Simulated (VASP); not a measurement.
SiC, 2 atoms in the cell. It takes space group P-6m2 (No. 187, hexagonal). Conventional cell: a = 2.732 Å, b = 2.732 Å, c = 4.334 Å, α = 90.00°, β = 90.00°, γ = 120.00°. Si (site symmetry -6m2) has 6 C at 2.68 Å and 6 Si at 2.73 Å within 3.5 Å. C (site symmetry -6m2) has 6 Si at 2.68 Å and 6 C at 2.73 Å within 3.5 Å. 

* Program: VASP 6.6.1
* Task: single point
* Functional: PBE
* Potentials or basis: VASP PAW PBE potentials, release 64 (Si, C)
* Cutoff: 600 eV
* k mesh: 6 × 6 × 4
* Occupations: gaussian, width 0.1 eV
* Spin: collinear spin, ferromagnetic start
* Starting moments: [0.0, 1.0] μB
* Dipole correction: no
* Further INCAR settings: ALGO = Normal; EDIFF = 1e-06; NBANDS = 15

Potentials or basis: VASP PAW PBE potentials, release 64 (Si, C).

The run is started by

```console
$ cat potpaw_PBE.64/Si/POTCAR potpaw_PBE.64/C/POTCAR > POTCAR
$ mpirun -np 1 vasp_std > vasp.out
```

Hardware: 1 thread of Intel(R) Xeon(R) 6975P-C (Granite Rapids), on a shared host.

Problem. Estimate the wall time of this run.

Solution. Run time: 11 s on 1 thread of Intel(R) Xeon(R) 6975P-C (Granite Rapids) (shared host), peak memory 0.16 GiB. Counts: scf iterations 14, k points 21.
